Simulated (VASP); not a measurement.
Set up this calculation in VASP 6.6.1, as the native input.

- Task: single point
- Functional: LDA
- Potentials or basis: VASP PAW LDA potentials, release 64 (Ga_d, As)
- Cutoff: 520 eV
- k mesh: 8 × 8 × 8
- Occupations: gaussian, width 0.01 eV
- Spin: no spin polarisation
- Dipole correction: no
- Further INCAR settings: ALGO = Normal; EDIFF = 1e-07; NBANDS = 16

The structure of GaAs lies in POSCAR:

```
GaAs
1.0
    2.7734325414      2.7734325414      0.0000000000
   -2.7734325414      2.7734325414      0.0000000000
    0.0000000000      2.7734325414      2.8262946277
Ga As
1 1
Direct
    0.0000000000      0.0000000000      0.0000000000
    0.7500000000      0.2500000000      0.5000000000
```

This cell differs from its parent crystal: film at in-plane strain -0.01.

These files were run (other wordings do the same):

INCAR

```
PREC = Accurate
ENCUT = 520
EDIFF = 1E-7
ISMEAR = 0
SIGMA = 0.01
LREAL = F
LASPH = T
NELM = 80
ALGO = Normal
ISIF = 2
LWAVE = F
LCHARG = T
GGA = CA
LELF = T
LVHAR = T
NBANDS = 16
```

KPOINTS

```
Automatic mesh
0
Gamma
  8 8 8
```

Potentials or basis: VASP PAW LDA potentials, release 64 (Ga_d, As).

Command:

```console
$ cat potpaw_LDA.64/Ga_d/POTCAR potpaw_LDA.64/As/POTCAR > POTCAR
$ mpirun -np 1 vasp_std > vasp.out
```

It gave:

The pressure is 1.2 GPa and the band gap on the k mesh is 0.58 eV, direct.

Caveat: the cell differs from its parent crystal (film at in-plane strain -0.01).

Wall time 24 s on 1 thread of AMD EPYC 9R45 96-Core Processor (Zen 5), on a shared host, peak memory 0.15 GiB.
